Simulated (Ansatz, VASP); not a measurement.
**BN: VASP beside Ansatz**

File INCAR:

```
PREC     = Accurate       # precision mode
ENCUT    = 600            # plane-wave cutoff, eV
EDIFF    = 1E-6           # SCF threshold, eV
ISMEAR   = 0              # smearing method
SIGMA    = 0.01           # smearing width, eV
LREAL    = False          # projectors in reciprocal space
LASPH    = True           # aspherical terms in the spheres
NELM     = 100            # most SCF steps
ALGO     = Normal         # electronic algorithm
ISIF     = 3              # what is computed and relaxed
LWAVE    = False          # write WAVECAR
LCHARG   = False          # write CHGCAR
GGA      = PE             # functional
IBRION   = 2              # ionic algorithm
NSW      = 80             # ionic steps
EDIFFG   = -0.002         # ionic threshold
```

File KPOINTS:

```
regular mesh
0
Gamma
  12 12 4
```

POSCAR

```
BN
1.0
    2.5040000000      0.0000000000      0.0000000000
   -1.2520000000      2.1685276111      0.0000000000
    0.0000000000      0.0000000000      6.6610000000
B N
2 2
Direct
    0.3333333333      0.6666666667      0.2500000000
    0.6666666667      0.3333333333      0.7500000000
    0.6666666667      0.3333333333      0.2500000000
    0.3333333333      0.6666666667      0.7500000000
```

Input for Ansatz:

```yaml
crystal:
  lattice:
    - [2.504, 0.0, 0.0]
    - [-1.252, 2.1685276111, 0.0]
    - [0.0, 0.0, 6.661]
  atoms:
    - { symbol: B, position: [0.3333333333, 0.6666666667, 0.25] }
    - { symbol: "N", position: [0.6666666667, 0.3333333333, 0.25] }
    - { symbol: "N", position: [0.3333333333, 0.6666666667, 0.75] }
    - { symbol: B, position: [0.6666666667, 0.3333333333, 0.75] }
scf:
  occupations: { method: fixed }
output:
  forces: true
  stress: true
  eigenvalues: true
  write_density: true
  write_potential: true
  elf: true
  volumetric_format: npy
hamiltonian:
  xc: pbe
kpoints:
  mp_grid: { grid: [12, 12, 4] }
basis:
  ecutwfc: 560
relax:
  f_tol: 0.002
  max_steps: 60
  cell: { stress_tol: 0.005 }
```

Alike in both runs: task relaxation of cell and atoms; functional PBE; k mesh 12 × 12 × 4; no spin polarisation.

|  | VASP | Ansatz |
| --- | --- | --- |
| version | VASP 6.6.1 | Ansatz 0.2.0 |
| potentials or method | VASP PAW PBE potentials, release 64 (B, N), cutoff 600 eV | scalar-relativistic, plane waves, PAW |
| occupations | gaussian, width 0.01 eV | fixed |
| valence electrons in the cell | 16 | 16 |

Ansatz gave:

```
gap on the k mesh at the Fermi level, each at its own relaxed structure (eV) : 4.35
relaxed volume (Å³/atom)                                                     : 11.71
relaxed cell length with the largest relative difference (Å)                 : 8.570
```

Estimate VASP's values.

gap on the k mesh at the Fermi level, each at its own relaxed structure (eV): 4.47; relaxed volume (Å³/atom): 10.45; relaxed cell length with the largest relative difference (Å): 7.650.

One of these differences is far larger than is usual between the two programs; its cause wasn't traced.

Noted on VASP's run: the volume moved by over 15 % at a fixed basis, so the end points are rough.
